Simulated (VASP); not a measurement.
The system is NaLu.

```xyz
2
Lattice="3.5841 0.0000 0.0000 0.0000 3.5841 0.0000 0.0000 0.0000 3.5841" Properties=species:S:1:pos:R:3 pbc="T T T"
Na    0.0000    0.0000    0.0000
Lu    1.7920    1.7920    1.7920
```

The cell was generated, and may not be a known phase.

| Quantity | Value |
| --- | --- |
| Program | VASP 6.6.1 |
| Task | relaxation of cell and atoms |
| Functional | PBE |
| Potentials or basis | VASP PAW PBE potentials, release 64 (Na_pv, Lu) |
| Cutoff | 600 eV |
| k mesh | 6 × 6 × 6 |
| Occupations | gaussian, width 0.1 eV |
| Spin | no spin polarisation |

At the start: pressure 12.2 GPa; volume 23.02 Å³/atom.

Question: How do energy, volume and symmetry change on relaxing?

Answer: Over 4 steps the energy falls by 229.9 meV/atom and the volume is 30.61 Å³/atom (+33.0 %); space group Pm-3m (No. 221, to 0.1 Å) before and after.

The path:
```tsv
step	energy change (eV)	largest force (eV/Å)	pressure (GPa)	volume (Å³)
1	0.0000	0.0000	12.20	46.04
2	-0.4516	0.0000	1.10	58.74
3	-0.4592	0.0000	-0.26	61.85
4	-0.4598	0.0000	-0.01	61.23
```

Final structure:
```
Na Lu
1.0
     3.94134    0.00000    0.00000
     0.00000    3.94134    0.00000
     0.00000    0.00000    3.94134
Na Lu
1 1
Direct
  0.00000 0.00000 0.00000
  0.50000 0.50000 0.50000
```

Caveat: the volume moved by over 15 % at a fixed basis, so the end points are rough.
